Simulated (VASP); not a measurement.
Ag, 6 atoms in the cell. The cell holds a slab with vacuum, 6 atoms: a = 2.867 Å, b = 2.867 Å, c = 26.727 Å, α = 90.00°, β = 90.00°, γ = 120.00°. 

```yaml
Program: VASP 6.6.1
Task: single point
Functional: PBEsol
Potentials_or_basis: VASP PAW PBE potentials, release 64 (Ag)
Cutoff: 520 eV
k_mesh: 12 × 12 × 1
Occupations: gaussian, width 0.1 eV
Spin: no spin polarisation
Dipole_correction: yes
Further_INCAR_settings: ALGO = Normal; EDIFF = 1e-06; NBANDS = 42
```

Potentials or basis: VASP PAW PBE potentials, release 64 (Ag).

Command:

```bash
$ cat potpaw_PBE.64/Ag/POTCAR > POTCAR
$ mpirun -np 1 vasp_std > vasp.out
```

Hardware: 1 thread of Intel(R) Xeon(R) Platinum 8259CL CPU @ 2.50GHz (Skylake/Cascade Lake), on a shared host.

**Question.** Estimate the wall time of this run.

**Answer.** It took 5.2 min on 1 thread of Intel(R) Xeon(R) Platinum 8259CL CPU @ 2.50GHz (Skylake/Cascade Lake) (shared host), peak memory 0.37 GiB. Counts: scf iterations 24, k points 19.
